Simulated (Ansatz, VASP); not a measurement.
**ZrO2: VASP beside Ansatz**

```
Zr O
1.0
     0.00000    2.51901    2.51901
     2.51901    0.00000    2.51901
     2.51901    2.51901    0.00000
Zr O
1 2
Direct
  0.00000 0.00000 0.00000
  0.25000 0.25000 0.25000
  0.75000 0.75000 0.75000
```

Alike in both runs: task single point; functional r2SCAN; k mesh 8 × 8 × 8; no spin polarisation.

```csv
,VASP,Ansatz
version,VASP 6.6.1,Ansatz 0.2.0
potentials or method,"VASP PAW PBE potentials, release 64 (Zr_sv, O)","plane waves, PAW"
plane-wave cutoff (eV),660,500
occupations,"gaussian, width 0.01 eV",fixed
valence electrons in the cell,24,24
```

```tsv
	VASP	Ansatz	Ansatz less VASP
gap on the k mesh at the Fermi level (eV)	3.97	3.98	+0.014
pressure (GPa)	8.4	8.3	-0.06
```

VASP's potentials were made for PBE, not for r2SCAN.
